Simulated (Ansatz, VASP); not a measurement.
## Two plane-wave programs on C

```
CELL_PARAMETERS angstrom
2.49827 0.00000 0.00000
-1.24913 2.16356 0.00000
0.00000 0.00000 4.22300
ATOMIC_POSITIONS crystal
C 0.33333 0.66667 0.99974
C 0.66667 0.33333 0.49974
C 0.33333 0.66667 0.37426
C 0.66667 0.33333 0.87426
```

Change from the starting cell: strained cell.

Alike in both runs: functional PBEsol; k mesh 9 × 9 × 6; occupations gaussian, width 0.02 eV; no spin polarisation.

Ansatz relaxed the structure, and its values are those at the end. VASP's run is a single point on that final structure, the one shown.

```csv
,VASP,Ansatz
version,VASP 6.6.1,Ansatz 0.2.0
potentials or method,"VASP PAW PBE potentials, release 64 (C_h), cutoff 1300 eV","scalar-relativistic, plane waves, PAW"
valence electrons in the cell,16,16
```

|  | VASP | Ansatz | Ansatz less VASP |
| --- | --- | --- | --- |
| gap on the k mesh at the Fermi level (eV) | 3.09 | 3.11 | +0.013 |
| least direct gap on the mesh (eV) | 4.86 | 4.85 | -0.003 |
| pressure (GPa) | -6.1 | -6.3 | -0.16 |

VASP's potentials were made for PBE, not for PBEsol, and Ansatz warns of the same on its side. The functional is the same, so the differences come from potentials, cutoffs and numerics. Ansatz's warnings: stress scf threshold loose.
